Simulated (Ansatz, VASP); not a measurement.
## SnO2 in VASP and in Ansatz

```xyz
3
Lattice="0.0000 2.5335 2.5335 2.5335 0.0000 2.5335 2.5335 2.5335 0.0000" Properties=species:S:1:pos:R:3 pbc="T T T"
Sn    0.0000    0.0000    0.0000
O     1.2667    1.2667    1.2667
O     3.8002    3.8002    3.8002
```

Alike in both runs: task single point; functional PBE-based global hybrid; k mesh 4 × 4 × 4; no spin polarisation.

|  | VASP | Ansatz |
| --- | --- | --- |
| version | VASP 6.6.1 | Ansatz 0.2.0 |
| potentials or method | VASP PAW PBE potentials, release 64 (Sn_d, O) | plane waves |
| plane-wave cutoff (eV) | 520 | 420 |
| occupations | gaussian, width 0.01 eV | fixed |
| valence electrons in the cell | 26 | 26 |

```csv
,VASP,Ansatz,Ansatz less VASP
gap on the k mesh at the Fermi level (eV),1.99,1.96,-0.028
pressure (GPa),0.1,-0.7,-0.77
```

VASP's potentials were made for PBE, not for PBE-based global hybrid. Ansatz's warnings: stress exchange threshold loose, stress scf threshold loose.

The k mesh is coarse, so the values compare programs but aren't converged.
